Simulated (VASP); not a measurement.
# BaTiO3 (P4mm) in VASP: notebook

Runs on BaTiO3. Level: PBE. Tasks: single point.

All numbers are computed with VASP 6.6.1; they aren't measurements. Logs are shortened: lines on timing, memory, paths and dates and some standing lists are left out, and cuts for length are marked.

**1. The cell of the first run**

It takes space group P4mm (No. 99, tetragonal). Conventional cell: a = 4.052 Å, b = 4.052 Å, c = 4.071 Å, α = 90.00°, β = 90.00°, γ = 90.00°. Within 3.7 Å of Ba (site symmetry 4mm) lie 12 O at 2.82 to 2.92 Å and 8 Ti at 3.49 to 3.54 Å. Within 2.5 Å of Ti (site symmetry 4mm) lie 6 O at 1.92 to 2.15 Å. O (site symmetry 4mm) has 2 Ti at 1.92 to 2.15 Å within 2.5 Å. Within 2.7 Å of O (site symmetry 2mm) lie 2 Ti at 2.03 Å.

**2. Single point, PBE**

The input, INCAR:

```
SYSTEM = BaTiO3
PREC     = Accurate       ! precision mode
ENCUT    = 520            ! plane-wave cutoff, eV
EDIFF    = 1E-6           ! SCF threshold, eV
ISMEAR   = 0              ! smearing method
SIGMA    = 0.01           ! smearing width, eV
LREAL    = .False.        ! projectors in reciprocal space
LASPH    = .True.         ! aspherical terms in the spheres
NELM     = 100            ! most SCF steps
ALGO     = Normal         ! electronic algorithm
ISIF     = 2              ! what is computed and relaxed
LWAVE    = .False.        ! write WAVECAR
LCHARG   = .False.        ! write CHGCAR
GGA      = PE             ! functional
NBANDS   = 28             ! bands
```

The input, KPOINTS:

```
Automatic mesh
0
Gamma
  6 6 6
  0 0 0
```

The input, POSCAR:

```
BaTiO3
1.0
    4.0524349834      0.0000000000      0.0000000000
    0.0000000000      4.0524349834      0.0000000000
    0.0000000000      0.0000000000      4.0708744845
Ba Ti O
1 1 3
Direct
    0.0000000000      0.0000000000      0.0000000000
    0.5000000000      0.5000000000      0.4900000000
    0.5000000000      0.5000000000      0.0190000000
    0.5000000000      0.0000000000      0.5170000000
    0.0000000000      0.5000000000      0.5170000000
```

Potentials or basis: VASP PAW PBE potentials, release 64 (Ba_sv, Ti_sv, O).

Launch:

```bash
$ cat potpaw_PBE.64/Ba_sv/POTCAR potpaw_PBE.64/Ti_sv/POTCAR potpaw_PBE.64/O/POTCAR > POTCAR
$ mpirun -np 1 vasp_std > vasp.out
```

OUTCAR:

```text
SYSTEM = BaTiO3
   PREC = Accurate
   ENCUT = 520
   EDIFF = 1E-6
   ISMEAR = 0
   LREAL = .False.
   LASPH = .True.
   NELM = 100
   ISIF = 2
   GGA = PE

 ion  position               nearest neighbor table
   1  0.000  0.000  0.000-   4 2.82   5 2.82   5 2.82   4 2.82   3 2.87   3 2.87   3 2.87   3 2.87
                             4 2.92   5 2.92   5 2.92   4 2.92   2 3.49   2 3.49   2 3.49   2 3.49
   2  0.500  0.500  0.490-   3 1.92   4 2.03   5 2.03   4 2.03   5 2.03   3 2.15   1 3.49   1 3.49
                             1 3.49   1 3.49   1 3.54   1 3.54   1 3.54   1 3.54
   3  0.500  0.500  0.019-   2 1.92   2 2.15   1 2.87   1 2.87   1 2.87   1 2.87
   4  0.500  0.000  0.517-   2 2.03   2 2.03   1 2.82   1 2.82   1 2.92   1 2.92
   5  0.000  0.500  0.517-   2 2.03   2 2.03   1 2.82   1 2.82   1 2.92   1 2.92

  LATTYP: Found a simple tetragonal cell.
 ALAT       =     4.0524349834
 C/A-ratio  =     1.0045502275

  Lattice vectors:

 A1 = (   4.0524349834,   0.0000000000,   0.0000000000)
 A2 = (   0.0000000000,   4.0524349834,   0.0000000000)
 A3 = (   0.0000000000,   0.0000000000,   4.0708744845)

Analysis of symmetry for initial positions (statically):
=====================================================================
 Subroutine PRICEL returns:
 Original cell was already a primitive cell.

 Routine SETGRP: Setting up the symmetry group for a
 simple tetragonal supercell.

 Subroutine GETGRP returns: Found  8 space group operations
 (whereof  8 operations were pure point group operations)
 out of a pool of 16 trial point group operations.

The static configuration has the point symmetry C_4v.

Analysis of symmetry for dynamics (positions and initial velocities):
=====================================================================
 Subroutine PRICEL returns:
 Original cell was already a primitive cell.

 Routine SETGRP: Setting up the symmetry group for a
 simple tetragonal supercell.

 Subroutine GETGRP returns: Found  8 space group operations
 (whereof  8 operations were pure point group operations)
 out of a pool of 16 trial point group operations.

The dynamic configuration has the point symmetry C_4v.

 Subroutine INISYM returns: Found  8 space group operations
 (whereof  8 operations are pure point group operations),
 and found     1 'primitive' translations

----------------------------------------------------------------------------------------

                                     Primitive cell

[... 97 lines left out ...]
   LREAL  =      F    real-space projection
   EDIFFG = 0.1E-04   stopping-criterion for IOM
   NSW    =      0    number of steps for IOM
   IBRION =     -1    ionic relax: 0-MD 1-quasi-New 2-CG
   NFREE  =      0    steps in history (QN), initial steepest desc. (CG)
   ISIF   =      2    stress and relaxation
   ISYM   =      2    0-nonsym 1-usesym 2-fastsym
   POTIM  = 0.5000    time-step for ionic-motion
   TEBEG  =    0.0;   TEEND  =   0.0 temperature during run
   PSTRESS=    0.0 pullay stress
   NELECT =      40.0000    total number of electrons
   NUPDOWN=      -1.0000    fix difference up-down
   EMIN   =  10.00;   EMAX   =-10.00  energy-range for DOS
   EFERMI =   0.00;   METHOD = LEGACY
   ISMEAR =     0;   SIGMA  =   0.01  broadening in eV -4-tet -1-fermi 0-gaus
   EFERMI_NEDOS =   21; number of points for ismear=-14 and -15
   IALGO  =     38    algorithm
   IMIX   =      4    mixing-type and parameters
     AMIX     =   0.40;   BMIX     =  1.00
     AMIX_MAG =   1.60;   BMIX_MAG =  1.00
  volume/ion in A,a.u.               =      13.37        90.23
  Fermi-wavevector in a.u.,A,eV,Ry     =   1.379500  2.606876 25.892144  1.903019
  Thomas-Fermi vector in A             =   2.504463
   LORBIT       =      0    0 simple, 1 ext, 2 COOP (PROOUT), +10 PAW based schemes
   GGA     = PE    functional components
   LHFCALC =     F    Hartree Fock is set to
   AEXX    =    0.0000 exact exchange contribution
   IVDW    =     0    specifies the selected vdW correction
   LEPSILON=     F    determine dielectric tensor
   LRPA    =     F    only Hartree local field effects (RPA)
 non-spin polarized calculation
 Gauss-broadening in eV      SIGMA  =   0.01
  energy-cutoff  :      520.00
  volume of cell :       66.85
 maximum number of plane-waves:      1856
   NGX = 15   NGY = 15   NGZ = 15

 number of electron      39.9999981 magnetization

 Free energy of the ion-electron system (eV)
  ---------------------------------------------------
  ext. energy  EPLUGINS =         0.00000000
  ---------------------------------------------------
  free energy    TOTEN  =       -39.99895155 eV

  energy without entropy =      -39.99895155  energy(sigma->0) =      -39.99895155

 E-fermi :   3.6053     XC(G=0): -11.0367

 val. band max:        3.5510921355   @ k =   0.5000   0.5000   0.5000
 cond. band min:       5.2419783900   @ k =   0.0000   0.0000   0.0000
 fundamental gap:      1.6908862545
 Fermi energy:         3.6053149858

 k-point     1 :       0.0000    0.0000    0.0000
  band No.  band energies     occupation
      1     -53.2139      2.00000
      2     -29.4311      2.00000
      3     -29.4056      2.00000
      4     -29.4056      2.00000
      5     -21.4066      2.00000
      6     -13.2804      2.00000
[... 733 lines left out ...]
     27      11.4328      0.00000
     28      12.6943      0.00000

 [... further k-points ...]

------------------------ aborting loop because EDIFF is reached ----------------------------------------

  FORCE on cell =-STRESS in cart. coord.  units (eV):
  Direction    XX          YY          ZZ          XY          YZ          ZX
  --------------------------------------------------------------------------------------
  -------------------------------------------------------------------------------------
  Total       -1.0405972     -1.0405972     -0.7111048      0.0000000      0.0000000      0.0000000
  in kB      -24.9386763    -24.9386763    -17.0421499      0.0000000      0.0000000      0.0000000
  external PRESSURE =     -22.3065009 kB  Pullay stress =       0.0000000 kB

 VOLUME and BASIS-vectors are now :
 -----------------------------------------------------------------------------
  energy-cutoff  :      520.00
  volume of cell :       66.85
      direct lattice vectors                 reciprocal lattice vectors
     4.052434983  0.000000000  0.000000000     0.246765217  0.000000000  0.000000000
     0.000000000  4.052434983  0.000000000     0.000000000  0.246765217  0.000000000
     0.000000000  0.000000000  4.070874485     0.000000000  0.000000000  0.245647466

 POSITION                                       TOTAL-FORCE (eV/Angst)
 -----------------------------------------------------------------------------------
      0.00000      0.00000      0.00000        -0.000000     -0.000000      0.039062
      2.02622      2.02622      1.99473        -0.000000      0.000000     -0.295299
      2.02622      2.02622      0.07735        -0.000000      0.000000      0.506095
      2.02622      0.00000      2.10464        -0.000000     -0.000000     -0.124929
      0.00000      2.02622      2.10464         0.000000     -0.000000     -0.124929
 -----------------------------------------------------------------------------------
    total drift:                                0.000000      0.000000      0.000086

  FREE ENERGIE OF THE ION-ELECTRON SYSTEM (eV)
  ---------------------------------------------------
  free  energy   TOTEN  =       -39.9989515523 eV

  energy  without entropy=      -39.9989515523  energy(sigma->0) =      -39.99895155
```

OSZICAR:

```text
N       E                     dE             d eps       ncg     rms          rms(c)
DAV:   1     0.428751461845E+03    0.42875E+03   -0.20753E+04  2240   0.153E+03
DAV:   2    -0.463796216706E+01   -0.43339E+03   -0.41254E+03  2548   0.423E+02
DAV:   3    -0.488317732267E+02   -0.44194E+02   -0.43799E+02  3100   0.133E+02
DAV:   4    -0.510142250613E+02   -0.21825E+01   -0.21780E+01  3372   0.251E+01
DAV:   5    -0.510854650016E+02   -0.71240E-01   -0.71230E-01  3084   0.340E+00    0.223E+01
DAV:   6    -0.403175540565E+02    0.10768E+02   -0.58369E+01  3212   0.649E+01    0.101E+01
DAV:   7    -0.402180198772E+02    0.99534E-01   -0.11438E+01  2980   0.243E+01    0.646E+00
DAV:   8    -0.400189179543E+02    0.19910E+00   -0.59276E-01  2704   0.648E+00    0.372E+00
DAV:   9    -0.400457139404E+02   -0.26796E-01   -0.55232E-01  3176   0.659E+00    0.199E+00
DAV:  10    -0.400039713288E+02    0.41743E-01   -0.21964E-01  2724   0.436E+00    0.571E-01
DAV:  11    -0.399992813912E+02    0.46899E-02   -0.18004E-02  3140   0.949E-01    0.221E-01
DAV:  12    -0.399989499418E+02    0.33145E-03   -0.16975E-03  2612   0.243E-01    0.517E-02
DAV:  13    -0.399989750754E+02   -0.25134E-04   -0.98248E-05  3016   0.732E-02    0.389E-02
DAV:  14    -0.399989543726E+02    0.20703E-04   -0.50443E-05  2748   0.707E-02    0.164E-02
DAV:  15    -0.399989518445E+02    0.25281E-05   -0.25383E-05  3344   0.420E-02    0.735E-03
DAV:  16    -0.399989515523E+02    0.29216E-06   -0.27482E-06  2124   0.159E-02
   1 F= -.39998952E+02 E0= -.39998952E+02  d E =-.444839E-17
```

stdout:

```text
POSCAR found type information on POSCAR BaTiO
 POSCAR found :  3 types and       5 ions
 scaLAPACK will be used
 LDA part: xc-table for (Slater+PW92), standard interpolation
 POSCAR, INCAR and KPOINTS ok, starting setup
 FFT: planning ... GRIDC
 FFT: planning ... GRID_SOFT
 FFT: planning ... GRID
 WAVECAR not read
 entering main loop
```

It took 40 s on 1 thread of Intel Xeon 6975P-C (Granite Rapids), shared host; peak memory 0.21 GiB.

Results:

```yaml
Free_energy: -39.9990 eV
Pressure: -2.2 GPa
Largest_force: 0.506 eV/Å
Band_gap_on_the_k_mesh: 1.69 eV, indirect (least direct gap 2.01 eV)
```

Forces in eV/Å, atoms in the order of the input:
```
Ba   0.000  0.000  0.039
Ti   0.000  0.000 -0.295
O    0.000  0.000  0.506
O    0.000  0.000 -0.125
O    0.000  0.000 -0.125
```

Stress tensor (GPa, compression positive):
```
-2.49  0.00  0.00
 0.00 -2.49  0.00
 0.00  0.00 -1.70
```

Caveat: spin-orbit coupling is left out, which moves the levels of the heavy elements.

**3. Single point, PBE**

This run uses another cell than the first one, of 13.63 Å³/atom, 1.019 times its volume.

The input, INCAR:

```
ALGO = Normal ; EDIFF = 1E-6
ENCUT = 520 ; GGA = PE
ISIF = 2 ; ISMEAR = 0
LASPH = True ; LCHARG = False
LREAL = False ; LWAVE = False
NBANDS = 28 ; NELM = 100
PREC = Accurate ; SIGMA = 0.01
```

The input, KPOINTS:

```
k-points
0
Gamma
  6 6 6
```

Edit POSCAR of step 2 so:

```diff
@@ -2,5 +2,5 @@
 1.0
-    4.0524349834      0.0000000000      0.0000000000
-    0.0000000000      4.0524349834      0.0000000000
-    0.0000000000      0.0000000000      4.0708744845
+    4.0782473671      0.0000000000      0.0000000000
+    0.0000000000      4.0782473671      0.0000000000
+    0.0000000000      0.0000000000      4.0968043205
 Ba Ti O
```

Potentials or basis: VASP PAW PBE potentials, release 64 (Ba_sv, Ti_sv, O).

Launch:

```bash
$ cat potpaw_PBE.64/Ba_sv/POTCAR potpaw_PBE.64/Ti_sv/POTCAR potpaw_PBE.64/O/POTCAR > POTCAR
$ mpirun -np 1 vasp_std > vasp.out
```

Run time: 37 s. Hardware: 1 thread of Intel Xeon 6975P-C (Granite Rapids), shared host; peak memory 0.21 GiB.

The run converged. Its results:

- Free energy: -39.9714 eV
- Pressure: -5.0 GPa
- Largest force: 0.611 eV/Å
- Band gap on the k mesh: 1.65 eV, indirect (least direct gap 1.98 eV)

Forces on the atoms (eV/Å):
```
Ba   0.000  0.000  0.023
Ti   0.000  0.000 -0.378
O    0.000  0.000  0.611
O    0.000  0.000 -0.128
O    0.000  0.000 -0.128
```

Stress tensor (GPa, compression positive):
```
-5.20  0.00  0.00
 0.00 -5.20  0.00
 0.00  0.00 -4.47
```

Levels at points of the mesh, in eV from the valence-band top:
| k point | band 16 | band 17 | band 18 | band 19 | band 20 | band 21 | band 22 | band 23 | band 24 | band 25 |
| --- | --- | --- | --- | --- | --- | --- | --- | --- | --- | --- |
| (0.00, 0.00, 0.00) | -1.14 | -1.04 | -0.35 | -0.33 | -0.33 | 1.65 | 1.85 | 1.85 | 3.57 | 3.67 |
| (0.50, 0.00, 0.00) | -1.80 | -1.76 | -1.66 | -0.93 | -0.84 | 1.96 | 3.20 | 3.23 | 3.63 | 5.32 |
| (0.50, 0.50, 0.00) | -2.52 | -1.78 | -1.00 | -1.00 | -0.08 | 3.24 | 3.24 | 3.61 | 4.24 | 7.01 |
| (0.00, 0.00, 0.50) | -1.87 | -1.87 | -1.78 | -0.70 | -0.70 | 1.79 | 3.26 | 3.26 | 3.57 | 5.44 |
| (0.50, 0.00, 0.50) | -2.48 | -1.73 | -0.93 | -0.91 | -0.16 | 3.22 | 3.26 | 3.60 | 4.33 | 7.00 |
| (0.50, 0.50, 0.50) | -2.46 | -2.43 | -0.08 | -0.08 | 0.00 | 3.80 | 3.80 | 3.80 | 6.24 | 6.44 |

Caveat: spin-orbit coupling is left out, which moves the levels of the heavy elements. A k mesh can miss the band edges.
